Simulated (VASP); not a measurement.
# MgO (Fm-3m) in VASP: single point with PBE

Aim: the single point of MgO with PBE.

Everything below comes from runs of VASP 6.6.1. Logs are shortened: lines on timing, memory, paths and dates and some standing lists are left out, and cuts for length are marked.

### Step 1. The cell of the first run

Symmetry: Fm-3m, No. 225, cubic system. Conventional cell: a = 4.396 Å, b = 4.396 Å, c = 4.396 Å, α = 90.00°, β = 90.00°, γ = 90.00°. Mg (site symmetry m-3m) has 6 O at 2.20 Å within 2.9 Å. O (site symmetry m-3m) has 6 Mg at 2.20 Å within 2.9 Å.

### Step 2. Single point, PBE

Input file INCAR:

```
SYSTEM = MgO
ALGO = Normal
EDIFF = 1E-6
ENCUT = 840
GGA = PE
GGA_COMPAT = .FALSE.
ISIF = 2
ISMEAR = -1
LASPH = .TRUE.
LCHARG = .FALSE.
LREAL = .FALSE.
LWAVE = .FALSE.
NBANDS = 15
NELM = 120
PREC = Accurate
SIGMA = 0.003
```

Input file KPOINTS:

```
k-points
0
G
  7 7 7
  0 0 0
```

Input file POSCAR:

```
MgO
1.0
    0.0000000000      2.1980000000      2.1980000000
    2.1980000000      0.0000000000      2.1980000000
    2.1980000000      2.1980000000      0.0000000000
Mg O
1 1
Direct
    0.0000000000      0.0000000000      0.0000000000
    0.5000000000      0.5000000000      0.5000000000
```

Potentials or basis: VASP PAW PBE potentials, release 64 (Mg_sv, O).

On the command line:

```sh
$ cat potpaw_PBE.64/Mg_sv/POTCAR potpaw_PBE.64/O/POTCAR > POTCAR
$ mpirun -np 1 vasp_std > vasp.out
```

OUTCAR:

```text
SYSTEM = MgO
   EDIFF = 1E-6
   ENCUT = 840
   GGA = PE
   ISIF = 2
   ISMEAR = -1
   LASPH = .TRUE.
   LREAL = .FALSE.
   NELM = 120
   PREC = Accurate

 ion  position               nearest neighbor table
   1  0.000  0.000  0.000-
   2  0.500  0.500  0.500-

  LATTYP: Found a face centered cubic cell.
 ALAT       =     4.3960000000

  Lattice vectors:

 A1 = (   0.0000000000,   2.1980000000,   2.1980000000)
 A2 = (   2.1980000000,   0.0000000000,   2.1980000000)
 A3 = (   2.1980000000,   2.1980000000,   0.0000000000)

Analysis of symmetry for initial positions (statically):
=====================================================================
 Subroutine PRICEL returns:
 Original cell was already a primitive cell.

 Routine SETGRP: Setting up the symmetry group for a
 face centered cubic supercell.

 Subroutine GETGRP returns: Found 48 space group operations
 (whereof 48 operations were pure point group operations)
 out of a pool of 48 trial point group operations.

The static configuration has the point symmetry O_h .

Analysis of symmetry for dynamics (positions and initial velocities):
=====================================================================
 Subroutine PRICEL returns:
 Original cell was already a primitive cell.

 Routine SETGRP: Setting up the symmetry group for a
 face centered cubic supercell.

 Subroutine GETGRP returns: Found 48 space group operations
 (whereof 48 operations were pure point group operations)
 out of a pool of 48 trial point group operations.

The dynamic configuration has the point symmetry O_h .

 Subroutine INISYM returns: Found 48 space group operations
 (whereof 48 operations are pure point group operations),
 and found     1 'primitive' translations

----------------------------------------------------------------------------------------

                                     Primitive cell

  volume of cell :      21.2380

  direct lattice vectors                    reciprocal lattice vectors
     0.000000000  2.198000000  2.198000000    -0.227479527  0.227479527  0.227479527
     2.198000000  0.000000000  2.198000000     0.227479527 -0.227479527  0.227479527
     2.198000000  2.198000000  0.000000000     0.227479527  0.227479527 -0.227479527

  length of vectors
     3.108441410  3.108441410  3.108441410     0.394006098  0.394006098  0.394006098

  position of ions in fractional coordinates (direct lattice)
     0.000000000  0.000000000  0.000000000
     0.500000000  0.500000000  0.500000000

  ion indices of the primitive-cell ions
   primitive index   ion index
                 1           1
                 2           2

----------------------------------------------------------------------------------------

 KPOINTS: k-points

Automatic generation of k-mesh.
 Grid dimensions read from file:
 generate k-points for:    7    7    7

 Generating k-lattice:

  Cartesian coordinates                     Fractional coordinates (reciprocal lattice)
    -0.032497075  0.032497075  0.032497075     0.142857143  0.000000000  0.000000000
     0.032497075 -0.032497075  0.032497075     0.000000000  0.142857143  0.000000000
     0.032497075  0.032497075 -0.032497075     0.000000000  0.000000000  0.142857143

  Length of vectors
     0.056286585  0.056286585  0.056286585

  Shift w.r.t. Gamma in fractional coordinates (k-lattice)
     0.000000000  0.000000000  0.000000000

 Subroutine IBZKPT returns following result:
 ===========================================

 Found     20 irreducible k-points:

 Following reciprocal coordinates:
            Coordinates               Weight
  0.000000  0.000000  0.000000      1.000000
  0.142857  0.000000  0.000000      8.000000
  0.285714  0.000000  0.000000      8.000000
  0.428571  0.000000  0.000000      8.000000
  0.142857  0.142857  0.000000      6.000000
  0.285714  0.142857  0.000000     24.000000
[... 12 lines left out ...]
 -0.428571  0.428571  0.142857     24.000000
 -0.285714  0.428571  0.142857     24.000000
   k-points           NKPTS =     20   k-points in BZ     NKDIM =     20   number of bands    NBANDS=     15
   number of dos      NEDOS =    301   number of ions     NIONS =      2
   total plane-waves  NPLWV =  27000
   dimension x,y,z NGX =    30 NGY =   30 NGZ =   30
   dimension x,y,z NGXF=    60 NGYF=   60 NGZF=   60
   ions per type =               1   1
   NGX,Y,Z   is equivalent  to a cutoff of  16.04, 16.04, 16.04 a.u.
   NGXF,Y,Z  is equivalent  to a cutoff of  32.09, 32.09, 32.09 a.u.
 SYSTEM =  MgO
   PREC   = accura    normal or accurate (medium, high low for compatibility)
   ISTART =      0    job   : 0-new  1-cont  2-samecut
   ICHARG =      2    charge: 1-file 2-atom 10-const
   ISPIN  =      1    spin polarized calculation?
   LNONCOLLINEAR =      F non collinear calculations
   LSORBIT =      F    spin-orbit coupling
   LASPH  =      T    aspherical Exc in radial PAW
   ENCUT  =  840.0 eV  61.74 Ry    7.86 a.u.   7.35  7.35  7.35*2*pi/ulx,y,z
   NELM   =    120;   NELMIN=  2; NELMDL= -5     # of ELM steps
   EDIFF  = 0.1E-05   stopping-criterion for ELM
   LREAL  =      F    real-space projection
   EDIFFG = 0.1E-04   stopping-criterion for IOM
   NSW    =      0    number of steps for IOM
   IBRION =     -1    ionic relax: 0-MD 1-quasi-New 2-CG
   NFREE  =      0    steps in history (QN), initial steepest desc. (CG)
   ISIF   =      2    stress and relaxation
   ISYM   =      2    0-nonsym 1-usesym 2-fastsym
   POTIM  = 0.5000    time-step for ionic-motion
   TEBEG  =    0.0;   TEEND  =   0.0 temperature during run
   PSTRESS=    0.0 pullay stress
   NELECT =      16.0000    total number of electrons
   NUPDOWN=      -1.0000    fix difference up-down
   EMIN   =  10.00;   EMAX   =-10.00  energy-range for DOS
   EFERMI =   0.00;   METHOD = LEGACY
   ISMEAR =    -1;   SIGMA  =   0.00  broadening in eV -4-tet -1-fermi 0-gaus
   EFERMI_NEDOS =   21; number of points for ismear=-14 and -15
   IALGO  =     38    algorithm
   IMIX   =      4    mixing-type and parameters
     AMIX     =   0.40;   BMIX     =  1.00
     AMIX_MAG =   1.60;   BMIX_MAG =  1.00
  volume/ion in A,a.u.               =      10.62        71.66
  Fermi-wavevector in a.u.,A,eV,Ry     =   1.489626  2.814984 30.191118  2.218985
  Thomas-Fermi vector in A             =   2.602510
   LORBIT       =      0    0 simple, 1 ext, 2 COOP (PROOUT), +10 PAW based schemes
   GGA     = PE    functional components
   LHFCALC =     F    Hartree Fock is set to
   AEXX    =    0.0000 exact exchange contribution
   IVDW    =     0    specifies the selected vdW correction
   LEPSILON=     F    determine dielectric tensor
   LRPA    =     F    only Hartree local field effects (RPA)
 non-spin polarized calculation
  energy-cutoff  :      840.00
  volume of cell :       21.24
 maximum number of plane-waves:      1211
 NGX is ok and might be reduce to    30
   NGX = 15   NGY = 15   NGZ = 15

 number of electron      16.0000007 magnetization

 Free energy of the ion-electron system (eV)
  ---------------------------------------------------
  ext. energy  EPLUGINS =         0.00000000
  ---------------------------------------------------
  free energy    TOTEN  =       -11.80912411 eV

  energy without entropy =      -11.80912411  energy(sigma->0) =      -11.80912411

 E-fermi :   2.3567     XC(G=0): -10.7633

 val. band max:        2.0559095125   @ k =   0.0000   0.0000   0.0000
 cond. band min:       5.6481860127   @ k =   0.0000   0.0000   0.0000
 fundamental gap:      3.5922765002
 Fermi energy:         2.3566558048

 k-point     1 :       0.0000    0.0000    0.0000
  band No.  band energies     occupation
      1     -70.6840      2.00000
      2     -37.4208      2.00000
      3     -37.4208      2.00000
      4     -37.4208      2.00000
      5     -14.5917      2.00000
      6       2.0559      2.00000
      7       2.0559      2.00000
      8       2.0559      2.00000
      9       5.6482      0.00000
     10      17.1278      0.00000
     11      17.1278      0.00000
     12      17.1278      0.00000
     13      20.7170      0.00000
     14      22.3566      0.00000
     15      22.3566      0.00000

 k-point     2 :       0.1429    0.0000    0.0000
  band No.  band energies     occupation
      1     -70.6830      2.00000
      2     -37.4303      2.00000
      3     -37.4219      2.00000
      4     -37.4219      2.00000
      5     -14.4216      2.00000
      6       0.9332      2.00000
      7       1.9503      2.00000
      8       1.9503      2.00000
      9       6.7899      0.00000
     10      15.1940      0.00000
     11      17.4764      0.00000
     12      17.4764      0.00000
     13      21.0275      0.00000
     14      21.0275      0.00000
     15      22.4965      0.00000

 k-point     3 :       0.2857    0.0000    0.0000
  band No.  band energies     occupation
      1     -70.6808      2.00000
      2     -37.4516      2.00000
      3     -37.4242      2.00000
      4     -37.4242      2.00000
      5     -14.0098      2.00000
      6      -0.7657      2.00000
      7       1.7248      2.00000
      8       1.7248      2.00000
      9       8.3950      0.00000
     10      13.5495      0.00000
     11      17.5878      0.00000
     12      17.5878      0.00000
     13      21.0862      0.00000
     14      21.0862      0.00000
     15      21.8470      0.00000
[... 271 lines left out ...]
 k-point    19 :      -0.4286    0.4286    0.1429
  band No.  band energies     occupation
      1     -70.6779      2.00000
      2     -37.4591      2.00000
      3     -37.4422      2.00000
      4     -37.4371      2.00000
      5     -13.4180      2.00000
      6      -1.1642      2.00000
      7       0.3576      2.00000
      8       0.7704      2.00000
      9      11.6123      0.00000
     10      11.9328      0.00000
     11      13.5933      0.00000
     12      17.4735      0.00000
     13      20.0493      0.00000
     14      25.0207      0.00000
     15      26.7746      0.00000

 k-point    20 :      -0.2857    0.4286    0.1429
  band No.  band energies     occupation
      1     -70.6777      2.00000
      2     -37.4530      2.00000
      3     -37.4511      2.00000
      4     -37.4362      2.00000
      5     -13.3746      2.00000
      6      -0.6691      2.00000
      7      -0.5069      2.00000
      8       0.7983      2.00000
      9      12.2045      0.00000
     10      12.7925      0.00000
     11      13.1247      0.00000
     12      16.6502      0.00000
     13      21.0035      0.00000
     14      23.3134      0.00000
     15      26.8398      0.00000

------------------------ aborting loop because EDIFF is reached ----------------------------------------

  FORCE on cell =-STRESS in cart. coord.  units (eV):
  Direction    XX          YY          ZZ          XY          YZ          ZX
  --------------------------------------------------------------------------------------
  -------------------------------------------------------------------------------------
  Total       -1.6063372     -1.6063372     -1.6063372     -0.0000000      0.0000000     -0.0000000
  in kB     -121.1809189   -121.1809189   -121.1809189     -0.0000000      0.0000000     -0.0000000
  external PRESSURE =    -121.1809189 kB  Pullay stress =       0.0000000 kB

 VOLUME and BASIS-vectors are now :
 -----------------------------------------------------------------------------
  energy-cutoff  :      840.00
  volume of cell :       21.24
      direct lattice vectors                 reciprocal lattice vectors
     0.000000000  2.198000000  2.198000000    -0.227479527  0.227479527  0.227479527
     2.198000000  0.000000000  2.198000000     0.227479527 -0.227479527  0.227479527
     2.198000000  2.198000000  0.000000000     0.227479527  0.227479527 -0.227479527

 POSITION                                       TOTAL-FORCE (eV/Angst)
 -----------------------------------------------------------------------------------
      0.00000      0.00000      0.00000         0.000000     -0.000000      0.000000
      2.19800      2.19800      2.19800        -0.000000      0.000000     -0.000000
 -----------------------------------------------------------------------------------
    total drift:                                0.000000      0.000000      0.000000

  FREE ENERGIE OF THE ION-ELECTRON SYSTEM (eV)
  ---------------------------------------------------
  free  energy   TOTEN  =       -11.8091241111 eV

  energy  without entropy=      -11.8091241111  energy(sigma->0) =      -11.80912411
```

Wall time 36 s (1 thread of AMD EPYC, shared host); peak memory 0.13 GiB.

Results:

| Quantity | Value |
| --- | --- |
| Free energy | -11.8091 eV |
| Pressure | -12.1 GPa |
| Band gap on the k mesh | 3.59 eV |

Caveat: the cell stands under tension.
